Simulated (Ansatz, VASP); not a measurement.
## Pb: VASP beside Ansatz

The input INCAR:

```
PREC = Accurate ; ENCUT = 520
EDIFF = 1E-7 ; ISMEAR = -1
SIGMA = 0.1 ; LREAL = F
LASPH = T ; NELM = 100
ALGO = Normal ; ISIF = 2
LWAVE = F ; LCHARG = F
GGA = PE ; NBANDS = 13
```

KPOINTS

```
regular mesh
0
Gamma
  16 16 16
```

File POSCAR:

```
Pb
1.0
    3.2945053303      0.0000000000      0.0000000000
    0.0000000000      3.2945053303      0.0000000000
    0.0000000000      0.0000000000      3.2945053303
Pb
1
Direct
    0.0000000000      0.0000000000      0.0000000000
```

Input for Ansatz:

```yaml
crystal:
  lattice:
    - [3.2945053303, 0.0, 0.0]
    - [0.0, 3.2945053303, 0.0]
    - [0.0, 0.0, 3.2945053303]
  atoms:
    - { symbol: Pb, position: [0.0, 0.0, 0.0] }
hamiltonian:
  xc: pbe
  pseudopotentials:
    kind: paw
    azcp:
      Pb: "pseudopotentials/Pb.paw.azcp"
basis:
  ecutwfc: 420
  fft_grid_basis: typed
kpoints:
  mp_grid: { grid: [16, 16, 16], shift: [0, 0, 0] }
magnetization:
  spin_polarized: false
scf:
  occupations: { method: fermi_dirac, width: 0.1 }
output:
  stress: true
```

Alike in both runs: task single point; functional PBE; k mesh 16 × 16 × 16; occupations fermi-dirac, width 0.1 eV; no spin polarisation.

```csv
,VASP,Ansatz
version,VASP 6.6.1,Ansatz 0.2.0
potentials or method,"VASP PAW PBE potentials, release 64 (Pb_d), cutoff 520 eV","plane waves (420 eV) with PAW, scalar-relativistic"
valence electrons in the cell,14,14
```

|  | VASP | Ansatz | Ansatz less VASP |
| --- | --- | --- | --- |
| pressure (GPa) | -1.2 | -1.2 | +0.05 |

With one functional, cell and mesh, what is left measures potentials, basis and numerics.

Neither program's run includes spin-orbit coupling.
